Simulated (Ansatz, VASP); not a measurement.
## Two plane-wave programs on CdS

The input INCAR:

```
SYSTEM = CdS
PREC     = Accurate       ! precision mode
ENCUT    = 520            ! plane-wave cutoff, eV
EDIFF    = 1E-7           ! SCF threshold, eV
ISMEAR   = -1             ! smearing method
SIGMA    = 0.05           ! smearing width, eV
LREAL    = .False.        ! projectors in reciprocal space
LASPH    = .True.         ! aspherical terms in the spheres
NELM     = 100            ! most SCF steps
ALGO     = Normal         ! electronic algorithm
ISIF     = 2              ! what is computed and relaxed
LWAVE    = .False.        ! write WAVECAR
LCHARG   = .False.        ! write CHGCAR
GGA      = PE             ! functional
NBANDS   = 16             ! bands
```

File KPOINTS:

```
regular mesh
0
Gamma
  13 13 13
  0 0 0
```

POSCAR

```
CdS
1.0
    0.0000000000      2.4277942750      2.4277942750
    2.4277942750      0.0000000000      2.4277942750
    2.4277942750      2.4277942750      0.0000000000
Cd S
1 1
Direct
    0.0000000000      0.0000000000      0.0000000000
    0.2500000000      0.2500000000      0.2500000000
```

Input for Ansatz:

```yaml
crystal:
  lattice:
    - [0.0, 2.427794275, 2.427794275]
    - [2.427794275, 0.0, 2.427794275]
    - [2.427794275, 2.427794275, 0.0]
  atoms:
    - { symbol: Cd, position: [0.0, 0.0, 0.0] }
    - { symbol: S, position: [0.25, 0.25, 0.25] }
kpoints:
  mp_grid: { grid: [13, 13, 13] }
  band_path:
    path:
      - [0.0, 0.0, 0.0]
      - [-0.5, -0.5, 0.0]
      - [-0.375, -0.375, 0.25]
      - [-0.375, 0.0, 0.375]
      - [0.0, 0.0, 0.0]
      - [0.0, 0.0, 0.5]
      - [-0.5, -0.25, 0.25]
      - [-0.5, -0.5, 0.0]
    npoints: 8
scf:
  occupations: { method: fermi_dirac, width: 0.05 }
hamiltonian:
  xc: pbe
  pseudopotentials: { kind: paw }
output:
  forces: true
  stress: true
  eigenvalues: true
  populations: true
  dos: { projected: true, de: 0.2, e_range: [-14, 8] }
```

Change from the starting cell: volume scaled by 0.55, PAW files.

Alike in both runs: task single point; functional PBE; k mesh 13 × 13 × 13; occupations fermi-dirac, width 0.05 eV; no spin polarisation.

```csv
,VASP,Ansatz
version,VASP 6.6.1,Ansatz 0.2.0
potentials or method,"VASP PAW PBE potentials, release 64 (Cd, S)","PAW with Ansatz's default frozen-core files, scalar-relativistic"
plane-wave cutoff (eV),520,420
valence electrons in the cell,18,26
```

```csv
,VASP,Ansatz,Ansatz less VASP
pressure (GPa),128.3,124.9,-3.44
```

Both programs put the cell under a high pressure, so it lies far from rest at this level. With one functional, cell and mesh, what is left measures potentials, basis and numerics. VASP's potentials hold 18 valence electrons a cell and Ansatz's 26, so a difference there can come from the potentials and not from the codes.

Noted on VASP's run: the cell as given lies far from equilibrium.
